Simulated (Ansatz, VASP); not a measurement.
**LiMg6Mo in VASP and in Ansatz**

Contents of INCAR:

```
SYSTEM = LiMg6Mo
PREC = Accurate
ENCUT = 600
EDIFF = 1E-7
ISMEAR = 0
SIGMA = 0.1
LREAL = .FALSE.
LASPH = .TRUE.
NELM = 60
ALGO = Fast
ISIF = 3
LWAVE = .FALSE.
LCHARG = .FALSE.
GGA = PE
IBRION = 2
NSW = 100
EDIFFG = -0.01
```

Contents of KPOINTS:

```
regular mesh
0
G
  6 6 6
  0 0 0
```

The input POSCAR:

```
LiMg6Mo
1.0
    3.6622452052      2.1143982551      3.5113599906
   -3.6622452052      2.1143982551      3.5113599906
    0.0000000000     -4.2287965101      3.5113599906
Li Mg Mo
1 6 1
Direct
    0.0000000000      0.0000000000      0.0000000000
    0.2587440211      0.4976263459      0.0096027400
    0.0096027400      0.2587440211      0.4976263459
    0.4976263459      0.0096027400      0.2587440211
    0.7412559789      0.5023736541      0.9903972600
    0.9903972600      0.7412559789      0.5023736541
    0.5023736541      0.9903972600      0.7412559789
    0.5000000000      0.5000000000      0.5000000000
```

Input for Ansatz:

```yaml
crystal:
  lattice:
    - [3.6622452052, 2.1143982551, 3.5113599906]
    - [-3.6622452052, 2.1143982551, 3.5113599906]
    - [0.0, -4.2287965101, 3.5113599906]
  atoms:
    - { symbol: Li, position: [0.0, 0.0, 0.0] }
    - { symbol: Mg, position: [0.2587440211, 0.4976263459, 0.00960274] }
    - { symbol: Mg, position: [0.00960274, 0.2587440211, 0.4976263459] }
    - { symbol: Mg, position: [0.4976263459, 0.00960274, 0.2587440211] }
    - { symbol: Mg, position: [0.7412559789, 0.5023736541, 0.99039726] }
    - { symbol: Mg, position: [0.99039726, 0.7412559789, 0.5023736541] }
    - { symbol: Mg, position: [0.5023736541, 0.99039726, 0.7412559789] }
    - { symbol: Mo, position: [0.5, 0.5, 0.5] }
basis:
  ecutwfc: 420
kpoints:
  mp_grid: { grid: [6, 6, 6] }
hamiltonian:
  xc: pbe
scf:
  occupations: { method: gaussian, width: 0.1 }
output:
  forces: true
  stress: true
  eigenvalues: true
relax:
  adjacent_minimum: "off"
  f_tol: 0.01
  max_steps: 80
  cell: { stress_tol: 0.05 }
```

Alike in both runs: task relaxation of cell and atoms; functional PBE; k mesh 6 × 6 × 6; occupations gaussian, width 0.1 eV; no spin polarisation.

|  | VASP | Ansatz |
| --- | --- | --- |
| version | VASP 6.6.1 | Ansatz 0.2.0 |
| potentials or method | VASP PAW PBE potentials, release 64 (Li_sv, Mg, Mo_sv), cutoff 600 eV | scalar-relativistic, plane waves, PAW |
| valence electrons in the cell | 29 | 77 |

```csv
,VASP,Ansatz,Ansatz less VASP
"gap on the k mesh at the Fermi level, each at its own relaxed structure (eV)",none,none,-
relaxed volume (Å³/atom),20.43,20.47,+0.047
relaxed cell length with the largest relative difference (Å),5.495,5.500,+0.0046
```

A gap of «none» marks a metal or a gap that the smearing closes. VASP's potentials hold 29 valence electrons a cell and Ansatz's 77, so a difference there can come from the potentials and not from the codes.

Noted on VASP's run: the cutoff is short for stress, so the pressure is rough.
